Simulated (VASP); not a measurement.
The system is VO2.

```
V O
1.0
     4.50720    0.00000    0.00000
     0.00000    4.50720    0.00000
     0.00000    0.00000    3.04445
V O
2 4
Direct
  0.50000 0.50000 0.50000
  0.00000 0.00000 0.00000
  0.20036 0.79964 0.50000
  0.79964 0.20036 0.50000
  0.70036 0.70036 0.00000
  0.29964 0.29964 0.00000
```

```yaml
Program: VASP 6.6.1
Task: relaxation of cell and atoms
Functional: BLYP
Potentials_or_basis: VASP PAW PBE potentials, release 64 (V_sv, O)
Cutoff: 600 eV
k_mesh: 6 × 6 × 9
Occupations: fermi-dirac, width 0.05 eV
Spin: collinear spin, ferromagnetic start
Starting_moments: "[2.0, 2.0, 0.0, 0.0, 0.0, 0.0] μB"
```

At the start: pressure -1.9 GPa; volume 10.31 Å³/atom.

Task: Where does the relaxation end?

Result: Over 8 steps the energy falls by 35.3 meV/atom and the volume is 10.26 Å³/atom (-0.5 %); space group P4_2/mnm (No. 136, to 0.1 Å) before and after; moment 2.00 μB per cell.

Step by step:
```
step  energy change (eV)  largest force (eV/Å)  pressure (GPa)  volume (Å³)
   1              0.0000                0.2156           -1.92        61.85
   2             -0.1725                0.0560            2.76        60.69
   3             -0.1847                0.1572            4.60        60.35
   4             -0.1967                0.0616           -3.40        62.65
   5             -0.2116                0.0380           -0.16        61.66
   6             -0.2116                0.0406           -0.08        61.63
   7             -0.2119                0.0168            0.02        61.59
   8             -0.2119                0.0047            0.10        61.54
```

Final structure:
```
V O
1.0
     4.62719    0.00000    0.00000
     0.00000    4.62719    0.00000
     0.00000    0.00000    2.87441
V O
2 4
Direct
  0.50000 0.50000 0.50000
  0.00000 0.00000 0.00000
  0.19921 0.80079 0.50000
  0.80079 0.19921 0.50000
  0.69921 0.69921 0.00000
  0.30079 0.30079 0.00000
```

Caveat: the PAW data sets were made with another functional, which shifts forces and pressure a little.
